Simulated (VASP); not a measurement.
A run of VASP 6.6.1 is set up as follows.

File POSCAR:

```
Si6O11
1.0
   -2.5104095144      4.3481568267      5.5092742089
    5.0208190287      0.0000000000      5.5092742089
    5.0208190287      8.6963136534      0.0000000000
Si O
12 22
Direct
    0.5546468924      0.8596367867      0.0084231533
    1.1324777955      0.3412653719      0.2134895592
   -0.0698040006      0.0098422439      0.2929166246
    0.4950428913      0.5133280184      0.0013666706
    0.0407159268      0.5578683083      0.4573453469
    0.5499927536      0.0914754218      0.2163024852
    0.4243192894      0.9032483382      0.5438796964
    0.9131967033      0.4158981345      0.7821778583
    0.0052039783      0.0162179979      0.7443619489
    0.3424876433      0.4921797901      0.6173234780
    0.1212540063      0.5959404622      0.9113031626
    0.6240771466      0.0684193627      0.6738715485
    0.0580260333      0.4215724392      0.3546314977
    0.6021909196      0.9769288763      0.0909636745
   -0.0313128161      0.7844786256      0.3613868509
    0.4016123564      0.3167555100      0.1441910535
    0.0986252786      0.1193889823      0.2560956415
    0.2540185227      0.5200410152      0.4841208761
    0.7521266127      1.1300382942      0.2206441566
    0.4703153330      0.6683389566      0.0956958454
    0.4254010494     -0.0088033024      0.3697073496
    1.0400890463      0.4703510345      0.0769099530
    0.1226204831      0.4909664602      0.7799943725
    0.6094343167      0.9625926162      0.5604911213
   -0.0213915274      0.8111437639      0.8762001554
    0.4848970054      0.2856217500      0.6650240416
    0.2232997126      0.0089327137      0.6401852511
    0.7233761721      0.4804513976      0.9127086335
    0.3485425325      0.5863327662      0.8969889863
    0.8526550367      1.0630303148      0.6458782342
    0.4369476538      0.6691172815      0.5936607310
    0.9618146645      0.1815549244      0.8306714126
    0.5460826720     -0.0594600082      0.8451458808
    0.8854362790      0.5178656214      0.6180204537
```

INCAR.step1

```
  PREC = Accurate
  ENCUT = 520
  EDIFF = 1E-5
  ISMEAR = -1
  SIGMA = 0.01
  LREAL = Auto
  LASPH = True
  NELM = 120
  ALGO = Normal
  ISIF = 2
  LWAVE = True
  LCHARG = False
  GGA = PE
  NELECT = 176.0
  NBANDS = 113
  GGA_COMPAT = False
```

Contents of INCAR.step2:

```
  PREC = Accurate
  ENCUT = 520
  EDIFF = 1E-6
  ISMEAR = -1
  SIGMA = 0.01
  LREAL = Auto
  LASPH = True
  NELM = 120
  ALGO = Normal
  ISIF = 2
  LWAVE = False
  LCHARG = False
  GGA = PE
  LHFCALC = True
  HFSCREEN = 0.2079
  PRECFOCK = Fast
  ISTART = 1
  NELECT = 176.0
  NBANDS = 113
  GGA_COMPAT = False
```

File KPOINTS:

```
Automatic mesh
0
Gamma
  1 1 1
  0.25 0.25 0.25
```

Potentials or basis: VASP PAW PBE potentials, release 64 (Si, O).

The run is started by

```console
$ cat potpaw_PBE.64/Si/POTCAR potpaw_PBE.64/O/POTCAR > POTCAR
$ cp INCAR.step1 INCAR
$ mpirun -np 1 vasp_std > vasp.out
$ cp INCAR.step2 INCAR
$ mpirun -np 1 vasp_std > vasp.out
```

(1) Predict the largest force.

## Answers

(1) 0.684 eV/Å.

Caveat: the k points lie up to 0.92 Å⁻¹ apart, too coarse for converged energies, forces and pressures; the cell carries a net charge on a neutralising background, which shifts energy and pressure; the PAW data sets were made with another functional, which shifts forces and pressure a little.
